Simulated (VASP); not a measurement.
Write the native input for VASP 6.6.1 that does the following.

| Property | Result |
| --- | --- |
| Task | single point |
| Functional | r2SCAN |
| Dispersion | rVV10 |
| Potentials or basis | VASP PAW PBE potentials, release 64 (Sn_d, Au, Cl) |
| Cutoff | 520 eV |
| k mesh | 6 × 6 × 4 |
| Occupations | fermi-dirac, width 0.03 eV |
| Spin | no spin polarisation |
| Dipole correction | no |
| Further INCAR settings | ALGO = Normal; EDIFF = 1e-07; NBANDS = 39 |

The system is SnAuCl5.

```xyz
7
Lattice="4.5150 0.0000 0.0000 0.0000 4.5150 0.0000 0.0000 0.0000 7.4871" Properties=species:S:1:pos:R:3 pbc="T T T"
Sn    2.2575    2.2575    0.0000
Au    0.0000    0.0000    3.7436
Cl    0.0000    2.2575    2.2013
Cl    0.0000    2.2575    5.2859
Cl    2.2575    0.0000    2.2013
Cl    2.2575    0.0000    5.2859
Cl    0.0000    0.0000    0.0000
```

These files were run (other wordings do the same):

POSCAR

```
SnAuCl5
1.0
    4.5149652888      0.0000000000      0.0000000000
    0.0000000000      4.5149652888      0.0000000000
    0.0000000000      0.0000000000      7.4871331695
Sn Au Cl
1 1 5
Direct
    0.5000000000      0.5000000000      0.0000000000
    0.0000000000      0.0000000000      0.5000000000
    0.0000000000      0.5000000000      0.2940065147
    0.0000000000      0.5000000000      0.7059934853
    0.5000000000      0.0000000000      0.2940065147
    0.5000000000      0.0000000000      0.7059934853
    0.0000000000      0.0000000000      0.0000000000
```

INCAR.step1

```
SYSTEM = SnAuCl5
ALGO     = Normal         ! electronic algorithm
EDIFF    = 1E-4           ! SCF threshold, eV
ENCUT    = 520            ! plane-wave cutoff, eV
GGA      = PE             ! functional
ISMEAR   = -1             ! smearing method
LASPH    = .TRUE.         ! aspherical terms in the spheres
LCHARG   = .FALSE.        ! write CHGCAR
LREAL    = .FALSE.        ! projectors in reciprocal space
LWAVE    = .TRUE.         ! write WAVECAR
NBANDS   = 39             ! bands
NELM     = 80             ! most SCF steps
PREC     = Accurate       ! precision mode
SIGMA    = 0.03           ! smearing width, eV
```

INCAR.step2

```
SYSTEM = SnAuCl5
ALGO     = Normal         ! electronic algorithm
BPARAM   = 11.95        
CPARAM   = 0.0093       
EDIFF    = 1E-7           ! SCF threshold, eV
ENCUT    = 520            ! plane-wave cutoff, eV
ISIF     = 2              ! what is computed and relaxed
ISMEAR   = -1             ! smearing method
ISTART   = 1            
IVDW_NL  = 2            
LASPH    = .TRUE.         ! aspherical terms in the spheres
LCHARG   = .FALSE.        ! write CHGCAR
LMIXTAU  = .TRUE.       
LREAL    = .FALSE.        ! projectors in reciprocal space
LUSE_VDW = .TRUE.       
LWAVE    = .FALSE.        ! write WAVECAR
METAGGA  = R2SCAN         ! meta-GGA
NBANDS   = 39             ! bands
NELM     = 80             ! most SCF steps
PREC     = Accurate       ! precision mode
SIGMA    = 0.03           ! smearing width, eV
```

KPOINTS

```
k-points
0
G
  6 6 4
  0 0 0
```

Potentials or basis: VASP PAW PBE potentials, release 64 (Sn_d, Au, Cl).

Run with:

```console
$ cat potpaw_PBE.64/Sn_d/POTCAR potpaw_PBE.64/Au/POTCAR potpaw_PBE.64/Cl/POTCAR > POTCAR
$ cp INCAR.step1 INCAR
$ mpirun -np 1 vasp_std > vasp.out
$ cp INCAR.step2 INCAR
$ mpirun -np 1 vasp_std > vasp.out
```

It gave:

| Item | Value |
| --- | --- |
| Pressure | 0.0 GPa |
| Band gap on the k mesh | zero (bands 30 and 31 overlap by 0.51 eV) |

Caveat: the PAW data sets were made with another functional, which shifts forces and pressure a little; spin-orbit coupling is left out, which moves the levels of the heavy elements.

Run time: 6.9 min on 1 thread of Intel(R) Xeon(R) Platinum 8488C (Sapphire Rapids), on a shared host, peak memory 0.64 GiB.
